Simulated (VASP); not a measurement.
# Ta16O: single point with PBE

Ta16O, a slab with vacuum:

```
Ta O
1.0
     6.63793    0.00000    0.00000
     0.00000    6.63793    0.00000
     0.00000    0.00000   20.29966
Ta O
16 1
Direct
  0.25000 0.25000 0.19705
  0.25000 0.75000 0.19705
  0.75000 0.25000 0.19705
  0.75000 0.75000 0.19705
  0.00000 0.00000 0.27880
  0.00000 0.50000 0.27880
  0.50000 0.00000 0.27880
  0.50000 0.50000 0.27880
  0.25000 0.25000 0.35991
  0.25000 0.75000 0.35991
  0.75000 0.25000 0.35991
  0.75000 0.75000 0.35991
  0.00000 0.00000 0.43349
  0.00000 0.50000 0.43349
  0.50000 0.00000 0.43349
  0.50000 0.50000 0.43349
  0.00000 0.18750 0.50024
```

```yaml
Program: VASP 6.6.1
Task: single point
Functional: PBE
Potentials_or_basis: VASP PAW PBE potentials, release 64 (Ta_pv, O)
Cutoff: 520 eV
k_mesh: 4 × 4 × 1
Occupations: gaussian, width 0.1 eV
Spin: no spin polarisation
```

The largest force is 1.998 eV/Å and the band gap on the k mesh is zero (band 91 reaches -0.44 eV, above the bottom of band 92 at -1.03 eV).

Forces on the atoms (eV/Å):
```
Ta  -0.071  0.014  0.848
Ta  -0.009  0.024  0.789
Ta   0.071  0.014  0.848
Ta   0.009  0.024  0.789
Ta   0.000  0.042 -1.337
Ta   0.000 -0.125 -0.873
Ta   0.000  0.119 -0.717
Ta   0.000 -0.046 -0.653
Ta   0.483  0.264 -0.976
Ta   0.436 -0.333 -0.154
Ta  -0.483  0.264 -0.976
Ta  -0.436 -0.333 -0.154
Ta   0.000  0.513  1.931
Ta   0.000 -1.434  1.180
Ta   0.000  0.162 -0.260
Ta   0.000 -0.102 -0.463
O    0.000  0.931  0.179
```

Levels at points of the mesh, in eV from the Fermi level:
| k point | band 88 | band 89 | band 90 | band 91 | band 92 | band 93 | band 94 | band 95 | band 96 | band 97 |
| --- | --- | --- | --- | --- | --- | --- | --- | --- | --- | --- |
| (0.00, 0.00, 0.00) | -0.01 | 0.06 | 0.13 | 0.17 | 0.23 | 0.38 | 0.38 | 0.44 | 0.48 | 0.53 |
| (0.50, 0.00, 0.00) | -0.54 | -0.35 | -0.31 | -0.08 | -0.08 | 0.25 | 0.29 | 0.30 | 0.31 | 0.43 |
| (0.00, 0.50, 0.00) | -0.53 | -0.38 | -0.31 | -0.18 | -0.11 | 0.21 | 0.28 | 0.29 | 0.29 | 0.56 |
| (0.50, 0.50, 0.00) | -0.90 | -0.83 | -0.77 | -0.71 | -0.41 | -0.13 | -0.10 | -0.07 | -0.03 | 0.32 |

It took 22 min on 1 thread of AMD EPYC 9R45 96-Core Processor (Zen 5) (shared host), peak memory 1.1 GiB.

Caveat: spin-orbit coupling is left out, which moves the levels of the heavy elements.
